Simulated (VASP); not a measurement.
# Zr7O16 (a cell with a defect) in VASP: electric field gradients with PBE

Aim: the electric field gradients of Zr7O16 (a cell with a defect) with PBE.

Program: VASP 6.6.1. These are calculated values, not measurements. Logs are shortened: lines on timing, memory, paths and dates and some standing lists are left out, and cuts for length are marked.

## Step 1: The cell of the first run

The cell holds a defect, 23 atoms: a = 7.443 Å, b = 6.791 Å, c = 7.319 Å, α = 63.54°, β = 65.38°, γ = 61.69°.

## Step 2: Electric field gradients, PBE, collinear spin

INCAR reads:

```
SYSTEM = Zr7O16
ALGO = Normal
EDIFF = 1E-8
ENCUT = 520
GGA = PE
GGA_COMPAT = .False.
ISIF = 2
ISMEAR = 1
ISPIN = 2
KPAR = 4
LASPH = .True.
LCHARG = .False.
LEFG = .True.
LMAXMIX = 4
LORBIT = 11
LREAL = .False.
LWAVE = .False.
MAGMOM = 0 0 0 0 0 0 0 0 0.5 0.5 0 0 0 0.5 0 0.5 0 0.5 0 0 0 0 0.5
NBANDS = 111
NELECT = 183.0
NELM = 200
PREC = Accurate
SIGMA = 0.005
```

KPOINTS reads:

```
k-points
0
Gamma
  3 3 3
  0 0 0
```

POSCAR reads:

```
Zr7O16
1.0
   -0.8477618041      5.2023000000      5.2551587544
    4.3009381959      0.0000000000      5.2551587544
    5.1487000000      5.2023000000      0.0000000000
Zr O
7 16
Direct
    0.4862500000      0.7227500000      0.5534500000
    0.0534500000      0.2375500000      0.4862500000
    0.5534500000      0.7375500000      0.9862500000
    0.5137500000      0.2772500000      0.4465500000
    0.0137500000      0.7772500000      0.9465500000
    0.4465500000      0.2624500000      0.0137500000
    0.9465500000      0.7624500000      0.5137500000
    0.3930500000      0.0861500000      0.3628500000
    0.8930500000      0.5861500000      0.8628500000
    0.8628500000      0.1579500000      0.3930500000
    0.3628500000      0.6579500000      0.8930500000
    0.1069500000      0.4138500000      0.1371500000
    0.6069500000      0.9138500000      0.6371500000
    0.6371500000      0.3420500000      0.1069500000
    0.1371500000      0.8420500000      0.6069500000
    0.3042000000      0.0421000000      0.0273000000
    0.8042000000      0.5421000000      0.5273000000
    0.0273000000      0.1264000000      0.8042000000
    0.5273000000      0.6264000000      0.3042000000
    0.1958000000      0.4579000000      0.4727000000
    0.6958000000      0.9579000000      0.9727000000
    0.4727000000      0.3736000000      0.6958000000
    0.9727000000      0.8736000000      0.1958000000
```

Potentials or basis: VASP PAW PBE potentials, release 64 (Zr_sv, O).

Launch:

```bash
> cat potpaw_PBE.64/Zr_sv/POTCAR potpaw_PBE.64/O/POTCAR > POTCAR
> mpirun -np 4 vasp_std > vasp.out
```

OUTCAR:

```text
SYSTEM = Zr7O16
   EDIFF = 1E-8
   ENCUT = 520
   GGA = PE
   ISIF = 2
   ISMEAR = 1
   ISPIN = 2
   LASPH = .True.
   LORBIT = 11
   LREAL = .False.
   NELECT = 183.0
   NELM = 200
   PREC = Accurate

 ion  position               nearest neighbor table
   1  0.486  0.723  0.553-  17 2.05  19 2.06   8 2.15  22 2.16  11 2.17  15 2.24  13 2.27   4 3.35
                             6 3.45   7 3.45   2 3.46   3 3.46   5 3.47   4 3.58
   2  0.053  0.238  0.486-  18 2.05  17 2.06  10 2.15  20 2.16   8 2.17  12 2.24  15 2.27   7 3.35
                             5 3.45   4 3.45   1 3.46   6 3.47   7 3.58
   3  0.553  0.738  0.986-  19 2.05  16 2.06  11 2.15  21 2.16   9 2.17  13 2.24  14 2.27   6 3.35
                             4 3.45   5 3.45   1 3.46   7 3.47   6 3.58
   4  0.514  0.277  0.447-  20 2.05  22 2.06  13 2.15  19 2.16  14 2.17  10 2.24   8 2.27   1 3.35
                             3 3.45   2 3.45   6 3.46   7 3.46   1 3.58
   5  0.014  0.777  0.947-  21 2.05  23 2.06  12 2.15  18 2.16  15 2.17  11 2.24   9 2.27   2 3.45
                             3 3.45   7 3.46   6 3.46   1 3.47
   6  0.447  0.262  0.014-  22 2.05  21 2.06  14 2.15  16 2.16  12 2.17   8 2.24  11 2.27   3 3.35
                             1 3.45   5 3.46   4 3.46   2 3.47   3 3.58
   7  0.947  0.762  0.514-  23 2.05  20 2.06  15 2.15  17 2.16  13 2.17   9 2.24  10 2.27   2 3.35
                             1 3.45   4 3.46   5 3.46   3 3.47   2 3.58
   8  0.393  0.086  0.363-   1 2.15   2 2.17   6 2.24   4 2.27
   9  0.893  0.586  0.863-   3 2.17   7 2.24   5 2.27
  10  0.863  0.158  0.393-   2 2.15   4 2.24   7 2.27
  11  0.363  0.658  0.893-   3 2.15   1 2.17   5 2.24   6 2.27
  12  0.107  0.414  0.137-   5 2.15   6 2.17   2 2.24
  13  0.607  0.914  0.637-   4 2.15   7 2.17   3 2.24   1 2.27
  14  0.637  0.342  0.107-   6 2.15   4 2.17   3 2.27
  15  0.137  0.842  0.607-   7 2.15   5 2.17   1 2.24   2 2.27
  16  0.304  0.042  0.027-   3 2.06   6 2.16
  17  0.804  0.542  0.527-   1 2.05   2 2.06   7 2.16
  18  0.027  0.126  0.804-   2 2.05   5 2.16
  19  0.527  0.626  0.304-   3 2.05   1 2.06   4 2.16
  20  0.196  0.458  0.473-   4 2.05   7 2.06   2 2.16
  21  0.696  0.958  0.973-   5 2.05   6 2.06   3 2.16
  22  0.473  0.374  0.696-   6 2.05   4 2.06   1 2.16
  23  0.973  0.874  0.196-   7 2.05   5 2.06

  LATTYP: Found a base centered monoclinic cell.
 ALAT       =    10.2974000000
 B/A-ratio  =     1.0104103949
 C/A-ratio  =     0.6594659959
 COS(beta)  =    -0.6333491788

  Lattice vectors:

 A1 = (  -5.1487000000,   5.2023000000,   0.0000000000)
 A2 = (  -5.1487000000,  -5.2023000000,   0.0000000000)
 A3 = (   4.3009381959,   0.0000000000,   5.2551587544)

Analysis of symmetry for initial positions (statically):
=====================================================================
 Subroutine PRICEL returns:
 Original cell was already a primitive cell.

 Routine SETGRP: Setting up the symmetry group for a
 base centered monoclinic supercell.

 Subroutine GETGRP returns: Found  1 space group operations
 (whereof  1 operations were pure point group operations)
 out of a pool of  4 trial point group operations.

The static configuration has the point symmetry C_1 .

Analysis of symmetry for dynamics (positions and initial velocities):
=====================================================================
 Subroutine PRICEL returns:
 Original cell was already a primitive cell.

 Routine SETGRP: Setting up the symmetry group for a
 base centered monoclinic supercell.

 Subroutine GETGRP returns: Found  1 space group operations
 (whereof  1 operations were pure point group operations)
 out of a pool of  4 trial point group operations.

The dynamic configuration has the point symmetry C_1 .

Analysis of structural, dynamic, and magnetic symmetry:
=====================================================================
 Subroutine PRICEL returns:
 Original cell was already a primitive cell.

 Routine SETGRP: Setting up the symmetry group for a
 base centered monoclinic supercell.

 Subroutine GETGRP returns: Found  1 space group operations
 (whereof  1 operations were pure point group operations)
 out of a pool of  4 trial point group operations.

The overall configuration has the point symmetry C_1 .

 Subroutine INISYM returns: Found  1 space group operations
 (whereof  1 operations are pure point group operations),
 and found     1 'primitive' translations

[... 178 lines left out ...]
 Fermi energy:         5.3167833731

 spin component 1

 k-point     1 :       0.0000    0.0000    0.0000
  band No.  band energies     occupation
      1     -43.4620      1.00000
      2     -43.0778      1.00000
      3     -42.8404      1.00000
      4     -42.7480      1.00000
      5     -42.7293      1.00000
      6     -42.6553      1.00000
[... 1473 lines left out ...]
    102       9.9440      0.00000
    103      10.1061      0.00000
 Fermi energy:         5.3167833731

 spin component 2

 k-point     1 :       0.0000    0.0000    0.0000
  band No.  band energies     occupation
      1     -43.4630      1.00000
      2     -43.0790      1.00000
      3     -42.8460      1.00000
      4     -42.7520      1.00000
      5     -42.7296      1.00000
      6     -42.6536      1.00000
[... 1473 lines left out ...]
    102       9.9522      0.00000
    103      10.1219      0.00000
 [bands above 103 left out]

------------------------ aborting loop because EDIFF is reached ----------------------------------------

  FORCE on cell =-STRESS in cart. coord.  units (eV):
  Direction    XX          YY          ZZ          XY          YZ          ZX
  --------------------------------------------------------------------------------------
  -------------------------------------------------------------------------------------
  Total       34.1585009     35.3019666     33.6725760     -1.3108829      0.3050484     -1.7248676
  in kB      194.4019286    200.9095892    191.6364460     -7.4604608      1.7360833     -9.8165196
  external PRESSURE =     195.6493213 kB  Pullay stress =       0.0000000 kB

 VOLUME and BASIS-vectors are now :
 -----------------------------------------------------------------------------
  energy-cutoff  :      520.00
  volume of cell :      281.52
      direct lattice vectors                 reciprocal lattice vectors
    -0.847761804  5.202300000  5.255158754    -0.097111892  0.096111335  0.079478521
     4.300938196  0.000000000  5.255158754     0.097111892 -0.096111335  0.110810687
     5.148700000  5.202300000  0.000000000     0.097111892  0.096111335 -0.079478521

 POSITION                                       TOTAL-FORCE (eV/Angst)
 -----------------------------------------------------------------------------------
      5.54583      5.40883      6.35349         0.191288      0.070646     -0.021352
      3.47993      2.80768      1.52925        -0.346791     -0.221615     -1.405156
      7.78087      8.00998      6.78441        -0.246075      0.527746      0.110549
      3.05605      4.99577      4.15683        -2.081982      0.037082      1.236881
      8.20475      4.99577      4.15683         0.561392      0.029392     -0.032807
      0.82101      2.39462      3.72591         0.486296     -0.470471     -1.025452
[... 15 lines left out ...]
      4.78856      6.07889      4.44744        -0.046088     -0.206595      0.485954
      3.94080      6.07889      9.70260        -0.603395      0.621982     -1.469744
 -----------------------------------------------------------------------------------
    total drift:                                0.000028      0.000002      0.000001

  FREE ENERGIE OF THE ION-ELECTRON SYSTEM (eV)
  ---------------------------------------------------
  free  energy   TOTEN  =      -189.6619416384 eV

  energy  without entropy=     -189.6618780240  energy(sigma->0) =     -189.66192043

 Electric field gradients (V/A^2)
---------------------------------------------------------------------
 ion       V_xx      V_yy      V_zz      V_xy      V_xz      V_yz
---------------------------------------------------------------------
   1      -7.616   -32.564    40.181     2.577   -28.530     0.435
   2       2.542   -36.285    33.742   -20.836   -19.187    -8.282
   3     -18.123   -22.429    40.553    22.563   -35.104    -0.018
   4      -8.875   -39.187    48.061     6.108   -13.867    -8.061
   5      -1.148   -24.338    25.486    -5.157   -51.400     8.339
   6      -5.437   -23.313    28.750    -5.156   -44.424   -28.894
[... 15 lines left out ...]
  22      -3.603     4.431    -0.828     6.740     2.114    -7.965
  23     -17.867   -10.684    28.551    -6.614    13.519   -25.958
---------------------------------------------------------------------

 Electric field gradients after diagonalization (V/A^2)
 (convention: |V_zz| > |V_xx| > |V_yy|)
----------------------------------------------------------------------
 ion       V_xx      V_yy      V_zz     asymmetry (V_yy - V_xx)/ V_zz
----------------------------------------------------------------------
   1     -33.092   -20.413    53.505       0.237
   2      42.903     5.404   -48.306       0.776
   3     -50.102    -8.066    58.168       0.723
   4     -40.711   -11.482    52.193       0.560
   5     -40.995   -25.321    66.316       0.236
   6     -52.643   -11.840    64.482       0.633
[... 15 lines left out ...]
  22     -11.274    -0.251    11.525       0.957
  23     -23.608   -21.461    45.070       0.048
----------------------------------------------------------------------

           NMR quadrupolar parameters

 Cq : quadrupolar parameter    Cq=e*Q*V_zz/h
 eta: asymmetry parameters     (V_yy - V_xx)/ V_zz
 Q  : nuclear electric quadrupole moment in mb (millibarn)
----------------------------------------------------------------------
 ion       Cq(MHz)       eta       Q (mb)
----------------------------------------------------------------------
   1       0.129       0.237       1.000
   2      -0.117       0.776       1.000
   3       0.141       0.723       1.000
   4       0.126       0.560       1.000
   5       0.160       0.236       1.000
   6       0.156       0.633       1.000
[... 15 lines left out ...]
  22       0.028       0.957       1.000
  23       0.109       0.048       1.000
----------------------------------------------------------------------

 total charge

# of ion       s       p       d       tot
------------------------------------------
    1        2.191   6.069   1.486   9.746
    2        2.190   6.065   1.503   9.758
    3        2.190   6.063   1.508   9.761
    4        2.190   6.068   1.475   9.732
    5        2.190   6.066   1.491   9.747
    6        2.191   6.067   1.497   9.754
[... 15 lines left out ...]
   22        1.569   3.563   0.000   5.132
   23        1.583   3.429   0.000   5.011
--------------------------------------------------
tot         40.467  98.579  10.450 149.496

 magnetization (x)

# of ion       s       p       d       tot
------------------------------------------
    1       -0.000   0.000  -0.001  -0.002
    2        0.000   0.003  -0.005  -0.001
    3        0.000   0.003   0.000   0.003
    4       -0.000   0.000  -0.002  -0.002
    5       -0.001   0.000  -0.015  -0.016
    6       -0.000   0.000  -0.008  -0.008
[... 15 lines left out ...]
   22        0.000   0.003   0.000   0.003
   23        0.005   0.218   0.000   0.223
--------------------------------------------------
tot          0.019   0.862  -0.042   0.839
```

It took 15 min on 4 MPI ranks of Intel Xeon Platinum 8259CL at 2.50GHz (Skylake/Cascade Lake), shared host; peak memory 0.91 GiB.

What came out:

| Property | Result |
| --- | --- |
| Free energy | -189.6619 eV |
| Largest force | 2.422 eV/Å |
| Net moment | 1.00 μB per cell |
| Site moments | Zr -0.00, +0.00, -0.02, -0.01 (each value once); O +0.00, +0.08, +0.05, +0.14, +0.02, +0.01, +0.16, +0.22 (each value once) μB |
| Largest electric field gradient by atom | Zr +53.5, -48.3, +58.2, +52.2, +66.3, +64.5, +58.7; O +10.9, -12.5, -21.1, +11.4, +30.0, +9.1, +19.3, +9.7, +19.8, -11.9, +9.0, -14.6, -14.4, -8.1, +11.5, +45.1 V/Å² |
| Valence electrons inside the program's atomic spheres | Zr 9.75, 9.76, 9.73 (each value once); O 5.12, 5.02, 5.03, 5.04, 5.00, 5.13, 4.99, 5.01 (each value once) |

Forces in eV/Å, atoms in the order of the input:
```
Zr   0.191  0.071 -0.021
Zr  -0.347 -0.222 -1.405
Zr  -0.246  0.528  0.111
Zr  -2.082  0.037  1.237
Zr   0.561  0.029 -0.033
Zr   0.486 -0.470 -1.025
Zr   0.798 -0.444  1.074
O   -0.182  0.659 -0.280
O    0.658 -1.266  1.272
O    1.451  1.139 -1.074
O   -0.532 -0.310  0.306
O    0.742  0.841  1.404
O   -0.052 -0.594 -0.305
O    1.291 -1.199 -1.328
O   -0.877  0.264  0.308
O   -1.043  1.463  0.669
O    0.357 -0.572 -0.236
O   -1.643 -1.037 -0.157
O    0.890  0.498 -0.010
O   -0.027  0.125  0.417
O    0.255  0.045  0.061
O   -0.046 -0.207  0.486
O   -0.603  0.622 -1.470
```

Electric field gradients, principal values (V/Å²):
```tsv
atom	least	middle	greatest (by size)
1 Zr	-20.413	-33.092	53.505
2 Zr	5.404	42.903	-48.306
3 Zr	-8.066	-50.102	58.168
4 Zr	-11.482	-40.711	52.193
5 Zr	-25.321	-40.995	66.316
6 Zr	-11.840	-52.643	64.482
7 Zr	-18.350	-40.328	58.677
8 O	-0.595	-10.291	10.886
9 O	3.220	9.317	-12.537
10 O	3.904	17.232	-21.136
11 O	-0.127	-11.275	11.402
12 O	-2.505	-27.505	30.011
13 O	-2.668	-6.477	9.144
14 O	-0.259	-19.040	19.299
15 O	-1.060	-8.689	9.749
16 O	-4.393	-15.436	19.830
17 O	0.488	11.449	-11.937
18 O	-1.117	-7.850	8.968
19 O	2.121	12.484	-14.605
20 O	2.029	12.350	-14.378
21 O	1.051	6.999	-8.050
22 O	-0.251	-11.274	11.525
23 O	-21.461	-23.608	45.070
```

Caveat: the k points lie up to 0.37 Å⁻¹ apart; the cell carries a net charge on a neutralising background, which shifts energy and pressure; the cell is charged against a uniform background, so pressure and absolute levels hang on convention; without QUAD_EFG the Cq values of the log hold for a quadrupole moment of 1 mb, not for the nuclei.
